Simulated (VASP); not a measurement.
Crystal: C.

```
C
1.0
     0.00000    1.49001    1.49001
     1.49001    0.00000    1.49001
     1.49001    1.49001    0.00000
C
1
Direct
  0.00000 0.00000 0.00000
```

* Program: VASP 6.6.1
* Task: relaxation of cell and atoms
* Functional: revPBE
* Potentials or basis: VASP PAW PBE potentials, release 64 (C)
* Cutoff: 600 eV
* k mesh: 18 × 18 × 18
* Occupations: fermi-dirac, width 0.1 eV
* Spin: no spin polarisation

At the start: pressure 21.1 GPa; volume 6.62 Å³/atom.

**Question.** How do energy, volume and symmetry change on relaxing?

**Answer.** Over 3 steps the energy falls by 49.5 meV/atom and the volume is 7.44 Å³/atom (+12.4 %); space group Fm-3m (No. 225, to 0.05 Å).

The path:
| step | energy change (eV) | largest force (eV/Å) | pressure (GPa) | volume (Å³) |
| --- | --- | --- | --- | --- |
| 1 | 0.0000 | 0.0000 | 21.14 | 6.62 |
| 2 | -0.0494 | 0.0000 | -0.93 | 7.49 |
| 3 | -0.0495 | 0.0000 | 0.05 | 7.44 |

Final structure:
```
C
1.0
     0.00000    1.54928    1.54928
     1.54928    0.00000    1.54928
     1.54928    1.54928    0.00000
C
1
Direct
  0.00000 0.00000 0.00000
```

Caveat: the PAW data sets were made with another functional, which shifts forces and pressure a little.
